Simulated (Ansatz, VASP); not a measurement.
# One calculation of Zr2N, two programs

File INCAR:

```
PREC     = Accurate       # precision mode
ENCUT    = 520            # plane-wave cutoff, eV
EDIFF    = 1E-6           # SCF threshold, eV
ISMEAR   = 0              # smearing method
SIGMA    = 0.1            # smearing width, eV
LREAL    = F              # projectors in reciprocal space
LASPH    = T              # aspherical terms in the spheres
NELM     = 100            # most SCF steps
ALGO     = Normal         # electronic algorithm
ISIF     = 2              # what is computed and relaxed
LWAVE    = F              # write WAVECAR
LCHARG   = F              # write CHGCAR
GGA      = PS             # functional
NBANDS   = 38             # bands
```

KPOINTS

```
regular mesh
0
Gamma
  6 6 10
```

POSCAR

```
Zr2N
1.0
    5.4130027300      0.0000000000      0.0000000000
    0.0000000000      5.4130027300      0.0000000000
    0.0000000000      0.0000000000      3.3077891900
Zr N
4 2
Direct
    0.2961254600      0.2961254600      0.0000000000
    0.7038745400      0.7038745400      0.0000000000
    0.7961254600      0.2038745400      0.5000000000
    0.2038745400      0.7961254600      0.5000000000
    0.0000000000      0.0000000000      0.0000000000
    0.5000000000      0.5000000000      0.5000000000
```

Input for Ansatz:

```yaml
crystal:
  lattice:
    - [5.41300273, 0.0, 0.0]
    - [0.0, 5.41300273, 0.0]
    - [0.0, 0.0, 3.30778919]
  atoms:
    - { symbol: Zr, position: [0.29612546, 0.29612546, 0.0] }
    - { symbol: Zr, position: [0.70387454, 0.70387454, 0.0] }
    - { symbol: Zr, position: [0.79612546, 0.20387454, 0.5] }
    - { symbol: Zr, position: [0.20387454, 0.79612546, 0.5] }
    - { symbol: "N", position: [0.0, 0.0, 0.0] }
    - { symbol: "N", position: [0.5, 0.5, 0.5] }
basis:
  ecutwfc: 420
kpoints:
  mp_grid: { grid: [6, 6, 10] }
hamiltonian:
  xc: pbesol
scf:
  occupations: { method: gaussian, width: 0.1 }
output:
  forces: true
  stress: true
  eigenvalues: true
```

Alike in both runs: task single point; functional PBEsol; k mesh 6 × 6 × 10; occupations gaussian, width 0.1 eV; no spin polarisation.

|  | VASP | Ansatz |
| --- | --- | --- |
| version | VASP 6.6.1 | Ansatz 0.2.0 |
| potentials or method | VASP PAW PBE potentials, release 64 (Zr_sv, N), cutoff 520 eV | scalar-relativistic, plane waves, PAW |
| valence electrons in the cell | 58 | 58 |

```tsv
	VASP	Ansatz	Ansatz less VASP
gap on the k mesh at the Fermi level (eV)	none	none	-
pressure (GPa)	-4.6	-4.9	-0.23
traceless stress, the component that is largest in VASP (GPa)	-0.52	-0.54	-0.015
rms of the force components (eV/Å)	0.020	0.022	+0.0024
```

VASP's potentials were made for PBE, not for PBEsol. Atom by atom the forces differ by 0.002 eV/Å (rms over components). A gap of «none» marks a metal or a gap that the smearing closes.
